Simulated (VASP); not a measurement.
# Pb (I4/mmm) in VASP: a series of runs

Pb is run at these levels: PBEsol; tasks: single point.

All numbers are computed with VASP 6.6.1; they aren't measurements. Logs are shortened: lines on timing, memory, paths and dates and some standing lists are left out, and cuts for length are marked.

**1. The cell of the first run**

It takes space group I4/mmm (No. 139, tetragonal). The conventional cell has a = 4.014 Å, b = 4.014 Å, c = 3.853 Å, α = 90.00°, β = 90.00°, γ = 90.00°. Pb (site symmetry 4/mmm) has 14 Pb at 3.43 to 4.01 Å within 4.5 Å.

**2. Single point, PBEsol**

File INCAR:

```
ALGO     = Fast           # electronic algorithm
EDIFF    = 1E-6           # SCF threshold, eV
ENCUT    = 520            # plane-wave cutoff, eV
GGA      = PS             # functional
ISIF     = 2              # what is computed and relaxed
ISMEAR   = 0              # smearing method
LASPH    = True           # aspherical terms in the spheres
LCHARG   = False          # write CHGCAR
LREAL    = False          # projectors in reciprocal space
LWAVE    = False          # write WAVECAR
NBANDS   = 13             # bands
NELM     = 100            # most SCF steps
PREC     = Accurate       # precision mode
SIGMA    = 0.15           # smearing width, eV
```

File KPOINTS:

```
k-points
0
Gamma
  18 18 18
```

File POSCAR:

```
Pb
1.0
   -2.0067815612      2.0067815612      1.9265102987
    2.0067815612     -2.0067815612      1.9265102987
    2.0067815612      2.0067815612     -1.9265102987
Pb
1
Direct
    0.0000000000      0.0000000000      0.0000000000
```

Potentials or basis: VASP PAW PBE potentials, release 64 (Pb_d).

Run with:

```bash
$ cat potpaw_PBE.64/Pb_d/POTCAR > POTCAR
$ mpirun -np 1 vasp_std > vasp.out
```

OUTCAR:

```text
EDIFF = 1E-6
   ENCUT = 520
   GGA = PS
   ISIF = 2
   ISMEAR = 0
   LASPH = True
   LREAL = False
   NELM = 100
   PREC = Accurate

 ion  position               nearest neighbor table
   1  0.000  0.000  0.000-

  LATTYP: Found a body centered tetragonal cell.
 ALAT       =     4.0135631224
 C/A-ratio  =     0.9600000000

  Lattice vectors:

 A1 = (  -2.0067815612,   2.0067815612,   1.9265102987)
 A2 = (   2.0067815612,  -2.0067815612,   1.9265102987)
 A3 = (   2.0067815612,   2.0067815612,  -1.9265102987)

Analysis of symmetry for initial positions (statically):
=====================================================================
 Subroutine PRICEL returns:
 Original cell was already a primitive cell.

 Routine SETGRP: Setting up the symmetry group for a
 body centered tetragonal supercell.

 Subroutine GETGRP returns: Found 16 space group operations
 (whereof 16 operations were pure point group operations)
 out of a pool of 16 trial point group operations.

The static configuration has the point symmetry D_4h.

Analysis of symmetry for dynamics (positions and initial velocities):
=====================================================================
 Subroutine PRICEL returns:
 Original cell was already a primitive cell.

 Routine SETGRP: Setting up the symmetry group for a
 body centered tetragonal supercell.

 Subroutine GETGRP returns: Found 16 space group operations
 (whereof 16 operations were pure point group operations)
 out of a pool of 16 trial point group operations.

The dynamic configuration has the point symmetry D_4h.

 Subroutine INISYM returns: Found 16 space group operations
 (whereof 16 operations are pure point group operations),
 and found     1 'primitive' translations

----------------------------------------------------------------------------------------

                                     Primitive cell

  volume of cell :      31.0336

  direct lattice vectors                    reciprocal lattice vectors
    -2.006781561  2.006781561  1.926510299     0.000000000  0.249155169  0.259536635
     2.006781561 -2.006781561  1.926510299     0.249155169  0.000000000  0.259536635
     2.006781561  2.006781561 -1.926510299     0.249155169  0.249155169  0.000000000

  length of vectors
     3.430129210  3.430129210  3.430129210     0.359774323  0.359774323  0.352358620

  position of ions in fractional coordinates (direct lattice)
     0.000000000  0.000000000  0.000000000

  ion indices of the primitive-cell ions
   primitive index   ion index
                 1           1

----------------------------------------------------------------------------------------

 KPOINTS: k-points

Automatic generation of k-mesh.
 Grid dimensions read from file:
 generate k-points for:   18   18   18

 Generating k-lattice:

  Cartesian coordinates                     Fractional coordinates (reciprocal lattice)
     0.000000000  0.013841954  0.014418702     0.055555556  0.000000000  0.000000000
     0.013841954  0.000000000  0.014418702     0.000000000  0.055555556  0.000000000
     0.013841954  0.013841954  0.000000000     0.000000000  0.000000000  0.055555556

  Length of vectors
     0.019987462  0.019987462  0.019575479

  Shift w.r.t. Gamma in fractional coordinates (k-lattice)
     0.000000000  0.000000000  0.000000000

 Subroutine IBZKPT returns following result:
 ===========================================

 Found    480 irreducible k-points:

 Following reciprocal coordinates:
            Coordinates               Weight
  0.000000  0.000000  0.000000      1.000000
  0.055556 -0.000000  0.000000      8.000000
  0.111111 -0.000000  0.000000      8.000000
  0.166667 -0.000000  0.000000      8.000000
  0.222222 -0.000000  0.000000      8.000000
  0.277778 -0.000000  0.000000      8.000000
[... 16 lines left out ...]
 -0.277778  0.055556 -0.000000     16.000000
 -0.222222  0.055556  0.000000     16.000000
 [... further k-points ...]
   k-points           NKPTS =    480   k-points in BZ     NKDIM =    480   number of bands    NBANDS=     13
   number of dos      NEDOS =    301   number of ions     NIONS =      1
   total plane-waves  NPLWV =  21952
   dimension x,y,z NGX =    28 NGY =   28 NGZ =   28
   dimension x,y,z NGXF=    56 NGYF=   56 NGZF=   56
   ions per type =               1
   NGX,Y,Z   is equivalent  to a cutoff of  13.57, 13.57, 13.57 a.u.
   NGXF,Y,Z  is equivalent  to a cutoff of  27.14, 27.14, 27.14 a.u.
 SYSTEM =  unknown system
   PREC   = accura    normal or accurate (medium, high low for compatibility)
   ISTART =      0    job   : 0-new  1-cont  2-samecut
   ICHARG =      2    charge: 1-file 2-atom 10-const
   ISPIN  =      1    spin polarized calculation?
   LNONCOLLINEAR =      F non collinear calculations
   LSORBIT =      F    spin-orbit coupling
   LASPH  =      T    aspherical Exc in radial PAW
   ENCUT  =  520.0 eV  38.22 Ry    6.18 a.u.   6.38  6.38  6.38*2*pi/ulx,y,z
   NELM   =    100;   NELMIN=  2; NELMDL= -5     # of ELM steps
   EDIFF  = 0.1E-05   stopping-criterion for ELM
   LREAL  =      F    real-space projection
   EDIFFG = 0.1E-04   stopping-criterion for IOM
   NSW    =      0    number of steps for IOM
   IBRION =     -1    ionic relax: 0-MD 1-quasi-New 2-CG
   NFREE  =      0    steps in history (QN), initial steepest desc. (CG)
   ISIF   =      2    stress and relaxation
   ISYM   =      2    0-nonsym 1-usesym 2-fastsym
   POTIM  = 0.5000    time-step for ionic-motion
   TEBEG  =    0.0;   TEEND  =   0.0 temperature during run
   PSTRESS=    0.0 pullay stress
   NELECT =      14.0000    total number of electrons
   NUPDOWN=      -1.0000    fix difference up-down
   EMIN   =  10.00;   EMAX   =-10.00  energy-range for DOS
   EFERMI =   0.00;   METHOD = LEGACY
   ISMEAR =     0;   SIGMA  =   0.15  broadening in eV -4-tet -1-fermi 0-gaus
   EFERMI_NEDOS =   21; number of points for ismear=-14 and -15
   IALGO  =     68    algorithm
   IMIX   =      4    mixing-type and parameters
     AMIX     =   0.40;   BMIX     =  1.00
     AMIX_MAG =   1.60;   BMIX_MAG =  1.00
  volume/ion in A,a.u.               =      31.03       209.42
  Fermi-wavevector in a.u.,A,eV,Ry     =   1.255568  2.372680 21.448927  1.576452
  Thomas-Fermi vector in A             =   2.389319
   LORBIT       =      0    0 simple, 1 ext, 2 COOP (PROOUT), +10 PAW based schemes
   GGA     = PS    functional components
   LHFCALC =     F    Hartree Fock is set to
   AEXX    =    0.0000 exact exchange contribution
   IVDW    =     0    specifies the selected vdW correction
   LEPSILON=     F    determine dielectric tensor
   LRPA    =     F    only Hartree local field effects (RPA)
 non-spin polarized calculation
 RMM-DIIS sequential band-by-band and
 Gauss-broadening in eV      SIGMA  =   0.15
  energy-cutoff  :      520.00
  volume of cell :       31.03
 maximum number of plane-waves:       867
 NGX is ok and might be reduce to    28
   NGX = 13   NGY = 13   NGZ = 13

 number of electron      14.0000001 magnetization

 Free energy of the ion-electron system (eV)
  ---------------------------------------------------
  ext. energy  EPLUGINS =         0.00000000
  ---------------------------------------------------
  free energy    TOTEN  =        -3.95941496 eV

  energy without entropy =       -3.95282932  energy(sigma->0) =       -3.95612214

 E-fermi :   6.8244     XC(G=0): -10.2332

 val. band max:        6.8190680447   @ k =   0.2222   0.2222   0.1667
 cond. band min:       6.8275536221   @ k =  -0.4444   0.5000   0.3333
 fundamental gap:      0.0084855774
 Fermi energy:         6.8244348904

 k-point     1 :       0.0000    0.0000    0.0000
  band No.  band energies     occupation
      1     -10.1987      2.00000
      2     -10.1741      2.00000
      3     -10.1741      2.00000
      4      -9.9728      2.00000
      5      -9.9439      2.00000
      6      -4.7722      2.00000
      7      14.1686      0.00000
      8      14.1686      0.00000
      9      14.4588      0.00000
     10      17.8056      0.00000
     11      17.8056      0.00000
     12      18.2602      0.00000
     13      18.2826      0.00000

 k-point     2 :       0.0556   -0.0000    0.0000
  band No.  band energies     occupation
      1     -10.1959      2.00000
      2     -10.1714      2.00000
      3     -10.1688      2.00000
      4      -9.9729      2.00000
      5      -9.9463      2.00000
      6      -4.7100      2.00000
      7      13.6102      0.00000
      8      13.9492      0.00000
      9      14.2307      0.00000
     10      17.4000      0.00000
     11      17.6109      0.00000
     12      18.0453      0.00000
     13      18.7651      0.00000

 k-point     3 :       0.1111   -0.0000    0.0000
  band No.  band energies     occupation
      1     -10.1984      2.00000
      2     -10.1642      2.00000
      3     -10.1427      2.00000
      4      -9.9733      2.00000
      5      -9.9524      2.00000
      6      -4.5230      2.00000
      7      12.1702      0.00000
      8      13.4001      0.00000
      9      13.9146      0.00000
     10      16.6185      0.00000
     11      17.2038      0.00000
     12      17.9372      0.00000
     13      19.6393      0.00000
[... 305 lines left out ...]
 k-point    23 :      -0.2778    0.0556   -0.0000
  band No.  band energies     occupation
      1     -10.2240      2.00000
      2     -10.1511      2.00000
      3     -10.0031      2.00000
      4      -9.9829      2.00000
      5      -9.9627      2.00000
      6      -3.4856      2.00000
      7       7.9828      0.00000
      8      11.2855      0.00000
      9      12.5832      0.00000
     10      15.4117      0.00000
     11      16.6887      0.00000
     12      18.5449      0.00000
     13      20.7902      0.00000

 k-point    24 :      -0.2222    0.0556    0.0000
  band No.  band energies     occupation
      1     -10.2102      2.00000
      2     -10.1553      2.00000
      3     -10.0612      2.00000
      4      -9.9838      2.00000
      5      -9.9589      2.00000
      6      -3.9744      2.00000
      7       9.5880      0.00000
      8      12.0001      0.00000
      9      13.0705      0.00000
     10      15.8921      0.00000
     11      16.9758      0.00000
     12      18.1670      0.00000
     13      20.5095      0.00000

 [... further k-points ...]
[... 5 lines left out ...]
  --------------------------------------------------------------------------------------
  -------------------------------------------------------------------------------------
  Total       -0.2616859     -0.2616859     -0.4138248      0.0000000      0.0000000      0.0000000
  in kB      -13.5101230    -13.5101230    -21.3646410      0.0000000      0.0000000      0.0000000
  external PRESSURE =     -16.1282956 kB  Pullay stress =       0.0000000 kB

 VOLUME and BASIS-vectors are now :
 -----------------------------------------------------------------------------
  energy-cutoff  :      520.00
  volume of cell :       31.03
      direct lattice vectors                 reciprocal lattice vectors
    -2.006781561  2.006781561  1.926510299     0.000000000  0.249155169  0.259536635
     2.006781561 -2.006781561  1.926510299     0.249155169  0.000000000  0.259536635
     2.006781561  2.006781561 -1.926510299     0.249155169  0.249155169  0.000000000

 POSITION                                       TOTAL-FORCE (eV/Angst)
 -----------------------------------------------------------------------------------
      0.00000      0.00000      0.00000        -0.000000      0.000000      0.000000
 -----------------------------------------------------------------------------------
    total drift:                               -0.000000     -0.000000     -0.000000

  FREE ENERGIE OF THE ION-ELECTRON SYSTEM (eV)
  ---------------------------------------------------
  free  energy   TOTEN  =        -3.9594149595 eV

  energy  without entropy=       -3.9528293238  energy(sigma->0) =       -3.95612214
```

Run time: 1.9 min. Hardware: 1 thread of Intel Xeon Platinum 8488C (Sapphire Rapids), shared host; peak memory 0.3 GiB.

What came out:

| Property | Result |
| --- | --- |
| Free energy | -3.9594 eV |
| Pressure | -1.6 GPa |
| Band gap on the k mesh | zero (band 7 reaches 14.17 eV, above the bottom of band 8 at 4.86 eV) |

Stress tensor (GPa, compression positive):
```
-1.35  0.00  0.00
 0.00 -1.35  0.00
 0.00  0.00 -2.14
```

Caveat: the PAW data sets were made with another functional, which shifts forces and pressure a little; spin-orbit coupling is left out, which moves the levels of the heavy elements.

**3. Single point, PBEsol**

File INCAR:

```
PREC = Accurate
ENCUT = 520
EDIFF = 1E-7
ISMEAR = 0
SIGMA = 0.15
LREAL = F
LASPH = T
NELM = 100
ALGO = Fast
ISIF = 2
LWAVE = F
LCHARG = F
GGA = PS
NBANDS = 13
```

File KPOINTS:

```
Automatic mesh
0
Gamma
  18 18 18
```

File POSCAR:

```
Pb
1.0
   -1.9477239892      1.9477239892      2.0451101887
    1.9477239892     -1.9477239892      2.0451101887
    1.9477239892      1.9477239892     -2.0451101887
Pb
1
Direct
    0.0000000000      0.0000000000      0.0000000000
```

Potentials or basis: VASP PAW PBE potentials, release 64 (Pb_d).

Run with:

```bash
$ cat potpaw_PBE.64/Pb_d/POTCAR > POTCAR
$ mpirun -np 1 vasp_std > vasp.out
```

Run time: 2.3 min. Hardware: 1 thread of Intel Xeon Platinum 8488C (Sapphire Rapids), shared host; peak memory 0.29 GiB.

The run converged. Its results:

```
Free energy            : -3.9603 eV
Pressure               : -1.7 GPa
Band gap on the k mesh : zero (band 7 reaches 14.12 eV, above the bottom of band 8 at 4.87 eV)
```

Stress tensor (GPa, compression positive):
```
-1.95  0.00  0.00
 0.00 -1.95  0.00
 0.00  0.00 -1.06
```

Levels at points of the mesh, in eV from the Fermi level:
| k point | band 5 | band 6 | band 7 | band 8 | band 9 | band 10 |
| --- | --- | --- | --- | --- | --- | --- |
| (0.00, 0.00, 0.00) | -16.76 | -11.59 | 7.30 | 7.51 | 7.51 | 10.74 |
| (0.50, 0.00, 0.00) | -16.64 | -7.93 | -3.97 | 3.61 | 5.35 | 7.69 |
| (0.50, 0.50, 0.00) | -16.63 | -7.71 | -3.85 | 3.07 | 4.60 | 7.02 |
| (0.50, 0.50, 0.50) | -16.67 | -5.28 | -0.87 | -0.05 | -0.05 | 4.39 |

Caveat: the PAW data sets were made with another functional, which shifts forces and pressure a little; spin-orbit coupling is left out, which moves the levels of the heavy elements.
